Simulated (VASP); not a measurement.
A run of VASP 6.6.1:

INCAR

```
SYSTEM = Cu
PREC     = Accurate       ! precision mode
ENCUT    = 520            ! plane-wave cutoff, eV
EDIFF    = 1E-6           ! SCF threshold, eV
ISMEAR   = -1             ! smearing method
SIGMA    = 0.1            ! smearing width, eV
LREAL    = .False.        ! projectors in reciprocal space
LASPH    = .True.         ! aspherical terms in the spheres
NELM     = 100            ! most SCF steps
ALGO     = Normal         ! electronic algorithm
ISIF     = 2              ! what is computed and relaxed
LWAVE    = .False.        ! write WAVECAR
LCHARG   = .False.        ! write CHGCAR
GGA      = CA             ! functional
NBANDS   = 24             ! bands
```

The input KPOINTS:

```
Automatic mesh
0
Gamma
  10 10 15
  0 0 0
```

Contents of POSCAR:

```
Cu
1.0
    4.0510428766      0.0000000000      0.0000000000
   -2.0255214383      3.5083060430      0.0000000000
    0.0000000000      0.0000000000      2.4319876420
Cu
3
Direct
    1.0000000000      1.0000000000      0.0000000000
    0.3333333333      0.6666666667      0.5000000000
    0.6666666667      0.3333333333      0.5000000000
```

Potentials or basis: VASP PAW LDA potentials, release 64 (Cu).

The run is started by

```sh
$ cat potpaw_LDA.64/Cu/POTCAR > POTCAR
$ mpirun -np 1 vasp_std > vasp.out
```

Hardware: 1 thread of Intel(R) Xeon(R) 6975P-C (Granite Rapids) (shared host).

Task: Estimate the wall time of this run.

Result: Run time: 43 s on 1 thread of Intel(R) Xeon(R) 6975P-C (Granite Rapids) (shared host), peak memory 0.18 GiB. Counts: scf iterations 13, k points 112.
